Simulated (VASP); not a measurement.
## MoS2: single point with PBE+D3(BJ)

MoS2:

```xyz
3
Lattice="3.3188 0.0000 0.0000 -1.6594 2.8742 0.0000 0.0000 0.0000 6.4627" Properties=species:S:1:pos:R:3 pbc="T T T"
Mo    0.0000    0.0000    0.0000
S     0.0000    1.9161    1.5239
S     0.0000    1.9161    4.9389
```

| Property | Result |
| --- | --- |
| Program | VASP 6.6.1 |
| Task | single point |
| Functional | PBE |
| Dispersion | D3(BJ) |
| Potentials or basis | VASP PAW PBE potentials, release 64 (Mo_sv, S) |
| Cutoff | 500 eV |
| k mesh | 12 × 12 × 6 |
| Occupations | gaussian, width 0.05 eV |
| Spin | no spin polarisation |

```json
{"Pressure": "-8.4 GPa", "Largest force": "0.233 eV/Å", "Band gap on the k mesh": "0.30 eV (least direct gap 1.25 eV)", "Dispersion energy per atom": "-0.366 eV"}
```

Forces in eV/Å, atoms in the order of the input:
```
Mo   0.000  0.000  0.000
S    0.000  0.000 -0.233
S    0.000  0.000  0.233
```

Stress tensor (GPa, compression positive):
```
-12.04   0.00   0.00
  0.00 -12.04   0.00
  0.00   0.00  -0.99
```

Levels at points of the mesh, in eV from the valence-band top:
| k point | band 9 | band 10 | band 11 | band 12 | band 13 | band 14 | band 15 | band 16 | band 17 | band 18 |
| --- | --- | --- | --- | --- | --- | --- | --- | --- | --- | --- |
| (0.00, 0.00, 0.00) | -3.68 | -2.59 | -2.59 | -1.26 | -0.87 | 1.64 | 1.64 | 1.86 | 1.86 | 4.50 |
| (0.50, 0.00, 0.00) | -5.04 | -4.02 | -2.22 | -1.88 | -1.59 | 0.93 | 1.36 | 3.16 | 3.30 | 4.52 |
| (0.00, 0.00, 0.50) | -3.66 | -3.00 | -2.62 | -2.62 | 0.00 | 1.54 | 1.54 | 1.99 | 1.99 | 4.79 |
| (0.50, 0.00, 0.50) | -4.47 | -4.06 | -2.92 | -2.13 | -1.19 | 0.96 | 1.45 | 2.51 | 3.07 | 6.06 |

Wall time 65 s on 1 thread of Intel Xeon 8259CL, with other jobs on the host, peak memory 0.23 GiB.

Caveat: the cell stands under tension. A k mesh can miss the band edges.
